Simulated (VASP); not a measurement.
# SrCa3 (Fm-3m) in VASP: a series of runs

SrCa3 is run at these levels: LDA; tasks: single point.

Program: VASP 6.6.1. These are calculated values, not measurements. Logs are shortened: lines on timing, memory, paths and dates and some standing lists are left out, and cuts for length are marked.

## 1. The cell of the first run

The structure is cubic, space group Fm-3m (No. 225). Conventional cell: a = 9.036 Å, b = 9.036 Å, c = 9.036 Å, α = 90.00°, β = 90.00°, γ = 90.00°. Within 5.1 Å of Sr (site symmetry m-3m) lie 14 Ca at 3.91 to 4.52 Å. Ca (site symmetry -43m) has 4 Sr at 3.91 Å and 10 Ca at 3.91 to 4.52 Å within 5.1 Å. Ca (site symmetry m-3m) has 8 Ca at 3.91 Å and 6 Sr at 4.52 Å within 5.1 Å.

## 2. Single point, LDA

File INCAR:

```
PREC = Accurate
ENCUT = 520
EDIFF = 1E-7
ISMEAR = -1
SIGMA = 0.1
LREAL = False
LASPH = True
NELM = 100
ALGO = Normal
ISIF = 2
LWAVE = False
LCHARG = False
GGA = CA
NBANDS = 28
```

File KPOINTS:

```
Automatic mesh
0
Gamma
  4 4 4
```

File POSCAR:

```
SrCa3
1.0
    0.0000000000      4.5178760000      4.5178760000
    4.5178760000      0.0000000000      4.5178760000
    4.5178760000      4.5178760000      0.0000000000
Sr Ca
1 3
Direct
    0.0000000000      0.0000000000      0.0000000000
    0.2500000000      0.2500000000      0.2500000000
    0.7500000000      0.7500000000      0.7500000000
    0.5000000000      0.5000000000      0.5000000000
```

Potentials or basis: VASP PAW LDA potentials, release 64 (Sr_sv, Ca_sv).

The run is started by

```
$ cat potpaw_LDA.64/Sr_sv/POTCAR potpaw_LDA.64/Ca_sv/POTCAR > POTCAR
$ mpirun -np 1 vasp_std > vasp.out
```

OUTCAR:

```text
PREC = Accurate
   ENCUT = 520
   EDIFF = 1E-7
   ISMEAR = -1
   LREAL = False
   LASPH = True
   NELM = 100
   ISIF = 2
   GGA = CA

 ion  position               nearest neighbor table
   1  0.000  0.000  0.000-   3 3.91   3 3.91   3 3.91   2 3.91   2 3.91   2 3.91   3 3.91   2 3.91

   2  0.250  0.250  0.250-   1 3.91   1 3.91   1 3.91   1 3.91
   3  0.750  0.750  0.750-   1 3.91   1 3.91   1 3.91   1 3.91
   4  0.500  0.500  0.500-

  LATTYP: Found a face centered cubic cell.
 ALAT       =     9.0357520000

  Lattice vectors:

 A1 = (   0.0000000000,   4.5178760000,   4.5178760000)
 A2 = (   4.5178760000,   0.0000000000,   4.5178760000)
 A3 = (   4.5178760000,   4.5178760000,   0.0000000000)

Analysis of symmetry for initial positions (statically):
=====================================================================
 Subroutine PRICEL returns:
 Original cell was already a primitive cell.

 Routine SETGRP: Setting up the symmetry group for a
 face centered cubic supercell.

 Subroutine GETGRP returns: Found 48 space group operations
 (whereof 48 operations were pure point group operations)
 out of a pool of 48 trial point group operations.

The static configuration has the point symmetry O_h .

Analysis of symmetry for dynamics (positions and initial velocities):
=====================================================================
 Subroutine PRICEL returns:
 Original cell was already a primitive cell.

 Routine SETGRP: Setting up the symmetry group for a
 face centered cubic supercell.

 Subroutine GETGRP returns: Found 48 space group operations
 (whereof 48 operations were pure point group operations)
 out of a pool of 48 trial point group operations.

The dynamic configuration has the point symmetry O_h .

 Subroutine INISYM returns: Found 48 space group operations
 (whereof 48 operations are pure point group operations),
 and found     1 'primitive' translations

----------------------------------------------------------------------------------------

                                     Primitive cell

  volume of cell :     184.4306

  direct lattice vectors                    reciprocal lattice vectors
     0.000000000  4.517876000  4.517876000    -0.110671475  0.110671475  0.110671475
[... 69 lines left out ...]
   LSORBIT =      F    spin-orbit coupling
   LASPH  =      T    aspherical Exc in radial PAW
   ENCUT  =  520.0 eV  38.22 Ry    6.18 a.u.  11.88 11.88 11.88*2*pi/ulx,y,z
   NELM   =    100;   NELMIN=  2; NELMDL= -5     # of ELM steps
   EDIFF  = 0.1E-06   stopping-criterion for ELM
   LREAL  =      F    real-space projection
   EDIFFG = 0.1E-05   stopping-criterion for IOM
   NSW    =      0    number of steps for IOM
   IBRION =     -1    ionic relax: 0-MD 1-quasi-New 2-CG
   NFREE  =      0    steps in history (QN), initial steepest desc. (CG)
   ISIF   =      2    stress and relaxation
   ISYM   =      2    0-nonsym 1-usesym 2-fastsym
   POTIM  = 0.5000    time-step for ionic-motion
   TEBEG  =    0.0;   TEEND  =   0.0 temperature during run
   PSTRESS=    0.0 pullay stress
   NELECT =      40.0000    total number of electrons
   NUPDOWN=      -1.0000    fix difference up-down
   EMIN   =  10.00;   EMAX   =-10.00  energy-range for DOS
   EFERMI =   0.00;   METHOD = LEGACY
   ISMEAR =    -1;   SIGMA  =   0.10  broadening in eV -4-tet -1-fermi 0-gaus
   EFERMI_NEDOS =   21; number of points for ismear=-14 and -15
   IALGO  =     38    algorithm
   IMIX   =      4    mixing-type and parameters
     AMIX     =   0.40;   BMIX     =  1.00
     AMIX_MAG =   1.60;   BMIX_MAG =  1.00
  volume/ion in A,a.u.               =      46.11       311.15
  Fermi-wavevector in a.u.,A,eV,Ry     =   0.983597  1.858729 13.163134  0.967463
  Thomas-Fermi vector in A             =   2.114767
   LORBIT       =      0    0 simple, 1 ext, 2 COOP (PROOUT), +10 PAW based schemes
   GGA     = CA    functional components
   LHFCALC =     F    Hartree Fock is set to
   AEXX    =    0.0000 exact exchange contribution
   IVDW    =     0    specifies the selected vdW correction
   LEPSILON=     F    determine dielectric tensor
   LRPA    =     F    only Hartree local field effects (RPA)
 non-spin polarized calculation
  energy-cutoff  :      520.00
  volume of cell :      184.43
 maximum number of plane-waves:      4992
   NGX = 23   NGY = 23   NGZ = 23

 number of electron      39.9999999 magnetization

 Free energy of the ion-electron system (eV)
  ---------------------------------------------------
  ext. energy  EPLUGINS =         0.00000000
  ---------------------------------------------------
  free energy    TOTEN  =        -8.35258751 eV

  energy without entropy =       -8.12349805  energy(sigma->0) =       -8.23804278

 E-fermi :   1.6253     XC(G=0):  -7.7938

 val. band max:        1.5443112454   @ k =  -0.2500   0.2500   0.0000
 cond. band min:       1.6256763562   @ k =  -0.2500   0.2500   0.0000
 fundamental gap:      0.0813651109
 Fermi energy:         1.6253365933

 k-point     1 :       0.0000    0.0000    0.0000
  band No.  band energies     occupation
      1     -40.1116      2.00000
      2     -40.1077      2.00000
      3     -40.0891      2.00000
      4     -34.5309      2.00000
      5     -21.4030      2.00000
      6     -21.4030      2.00000
[... 237 lines left out ...]
     27       3.1404      0.00000
     28       3.1629      0.00000

------------------------ aborting loop because EDIFF is reached ----------------------------------------

  FORCE on cell =-STRESS in cart. coord.  units (eV):
  Direction    XX          YY          ZZ          XY          YZ          ZX
  --------------------------------------------------------------------------------------
  -------------------------------------------------------------------------------------
  Total       -2.2459921     -2.2459921     -2.2459921      0.0000000      0.0000000     -0.0000000
  in kB      -19.5112854    -19.5112854    -19.5112854      0.0000000      0.0000000     -0.0000000
  external PRESSURE =     -19.5112854 kB  Pullay stress =       0.0000000 kB

 VOLUME and BASIS-vectors are now :
 -----------------------------------------------------------------------------
  energy-cutoff  :      520.00
  volume of cell :      184.43
      direct lattice vectors                 reciprocal lattice vectors
     0.000000000  4.517876000  4.517876000    -0.110671475  0.110671475  0.110671475
     4.517876000  0.000000000  4.517876000     0.110671475 -0.110671475  0.110671475
     4.517876000  4.517876000  0.000000000     0.110671475  0.110671475 -0.110671475

 POSITION                                       TOTAL-FORCE (eV/Angst)
 -----------------------------------------------------------------------------------
      0.00000      0.00000      0.00000        -0.000000      0.000000     -0.000000
      2.25894      2.25894      2.25894         0.000000      0.000000      0.000000
      6.77681      6.77681      6.77681         0.000000     -0.000000     -0.000000
      4.51788      4.51788      4.51788        -0.000000      0.000000     -0.000000
 -----------------------------------------------------------------------------------
    total drift:                               -0.000000     -0.000000     -0.000000

  FREE ENERGIE OF THE ION-ELECTRON SYSTEM (eV)
  ---------------------------------------------------
  free  energy   TOTEN  =        -8.3525875126 eV

  energy  without entropy=       -8.1234980534  energy(sigma->0) =       -8.23804278
```

It took 37 s on 1 thread of AMD EPYC 7R43 (Zen 3), shared host; peak memory 0.23 GiB.

Results:

* Free energy: -8.3526 eV
* Pressure: -2.0 GPa
* Band gap on the k mesh: zero (band 20 reaches 1.84 eV, above the bottom of band 21 at 1.63 eV)

## 3. Single point, LDA

File INCAR:

```
SYSTEM = SrCa3
PREC = Accurate ; ENCUT = 520
EDIFF = 1E-7 ; ISMEAR = -1
SIGMA = 0.1 ; LREAL = .False.
LASPH = .True. ; NELM = 80
ALGO = Normal ; ISIF = 2
LWAVE = .False. ; LCHARG = .True.
GGA = CA ; LELF = .True.
LVHAR = .True. ; NBANDS = 28
```

File KPOINTS:

```
regular mesh
0
Gamma
  4 4 4
  0 0 0
```

POSCAR is that of step 2.

Potentials or basis: VASP PAW LDA potentials, release 64 (Sr_sv, Ca_sv).

The run is started by

```
$ cat potpaw_LDA.64/Sr_sv/POTCAR potpaw_LDA.64/Ca_sv/POTCAR > POTCAR
$ mpirun -np 1 vasp_std > vasp.out
```

Wall time 44 s (1 thread of AMD EPYC 7R43 (Zen 3), shared host); peak memory 0.23 GiB.

It converged, with:

- Free energy: -8.3526 eV
- Pressure: -2.0 GPa
- Band gap on the k mesh: zero (band 20 reaches 1.84 eV, above the bottom of band 21 at 1.63 eV)

Levels at points of the mesh, in eV from the Fermi level:
| k point | band 16 | band 17 | band 18 | band 19 | band 20 | band 21 | band 22 | band 23 | band 24 | band 25 |
| --- | --- | --- | --- | --- | --- | --- | --- | --- | --- | --- |
| (0.00, 0.00, 0.00) | -18.26 | -3.90 | 0.00 | 0.00 | 0.22 | 0.22 | 0.22 | 0.46 | 0.46 | 0.46 |
| (0.50, 0.00, 0.00) | -18.26 | -2.38 | -2.35 | 0.05 | 0.05 | 0.30 | 0.30 | 0.63 | 0.69 | 1.21 |
| (0.50, 0.50, 0.00) | -18.26 | -1.95 | -1.88 | -1.04 | -0.85 | 0.11 | 0.11 | 1.21 | 1.21 | 1.29 |
